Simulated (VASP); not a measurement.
Sr3Mg, 4 atoms in the cell. Symmetry: Pm-3m, No. 221, cubic system. Conventional cell: a = 5.558 Å, b = 5.558 Å, c = 5.558 Å, α = 90.00°, β = 90.00°, γ = 90.00°. Within 5.2 Å of Mg (site symmetry m-3m) lie 12 Sr at 3.93 Å. Sr (site symmetry 4/mmm) has 4 Mg at 3.93 Å and 8 Sr at 3.93 Å within 5.2 Å. 

```yaml
Program: VASP 6.6.1
Task: single point
Functional: PBEsol
Potentials_or_basis: VASP PAW PBE potentials, release 64 (Mg, Sr_sv)
Cutoff: 520 eV
k_mesh: 4 × 4 × 4
Occupations: methfessel-paxton, width 0.05 eV
Spin: no spin polarisation
Dipole_correction: no
Further_INCAR_settings: ALGO = Normal; EDIFF = 1e-07; NBANDS = 24
```

Potentials or basis: VASP PAW PBE potentials, release 64 (Mg, Sr_sv).

Command:

```bash
$ cat potpaw_PBE.64/Mg/POTCAR potpaw_PBE.64/Sr_sv/POTCAR > POTCAR
$ mpirun -np 1 vasp_std > vasp.out
```

Hardware: 1 thread of Intel(R) Xeon(R) Platinum 8488C (Sapphire Rapids) (shared host).

Task: Estimate the wall time of this run.

Result: It took 54 s on 1 thread of Intel(R) Xeon(R) Platinum 8488C (Sapphire Rapids), on a shared host, peak memory 0.26 GiB. Counts: scf iterations 19, k points 10.
